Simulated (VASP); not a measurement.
Wanted: the native input for a VASP 6.6.1 run.

| Quantity | Value |
| --- | --- |
| Task | electric field gradients |
| Functional | PBEsol |
| Potentials or basis | VASP PAW PBE potentials, release 64 (Gd, O) |
| Cutoff | 520 eV |
| k mesh | 13 × 13 × 13 |
| Occupations | fermi-dirac, width 0.08 eV |
| Spin | collinear spin, ferromagnetic start |
| Starting moments | [7.0, 0.0] μB |
| Dipole correction | no |
| Further INCAR settings | ALGO = Normal; EDIFF = 1e-08; NBANDS = 23 |

The structure of GdO lies in POSCAR:

```
GdO
1.0
    0.0000000000      2.6961340000      2.6961340000
    2.6961340000      0.0000000000      2.6961340000
    2.6961340000      2.6961340000      0.0000000000
Gd O
1 1
Direct
    0.0000000000      0.0000000000      0.0000000000
    0.7500000000      0.7500000000      0.7500000000
```

These files were run (other wordings do the same):

INCAR

```
ALGO = Normal
EDIFF = 1E-8
ENCUT = 520
GGA = PS
ISIF = 2
ISMEAR = -1
ISPIN = 2
LASPH = T
LCHARG = F
LEFG = T
LMAXMIX = 6
LORBIT = 11
LREAL = F
LWAVE = F
MAGMOM = 7 0
NBANDS = 23
NELM = 150
PREC = Accurate
SIGMA = 0.08
```

KPOINTS

```
k-points
0
Gamma
  13 13 13
```

Potentials or basis: VASP PAW PBE potentials, release 64 (Gd, O).

Command:

```console
$ cat potpaw_PBE.64/Gd/POTCAR potpaw_PBE.64/O/POTCAR > POTCAR
$ mpirun -np 1 vasp_std > vasp.out
```

Results of the run:

* Pressure: -3.9 GPa
* Net moment: 7.48 μB per cell
* Site moments: Gd +6.85; O -0.03 μB
* Largest electric field gradient by atom: under 0.05 V/Å² on every atom
* Valence electrons inside the program's atomic spheres: Gd 15.21; O 4.97

Caveat: the cell stands under tension; the PAW data sets were made with another functional, which shifts forces and pressure a little; a cell with one magnetic atom can't hold antiferromagnetic order, which such compounds often take.

Run time: 4.7 min on 1 thread of Intel(R) Xeon(R) Platinum 8488C (Sapphire Rapids), on a shared host, peak memory 0.27 GiB.
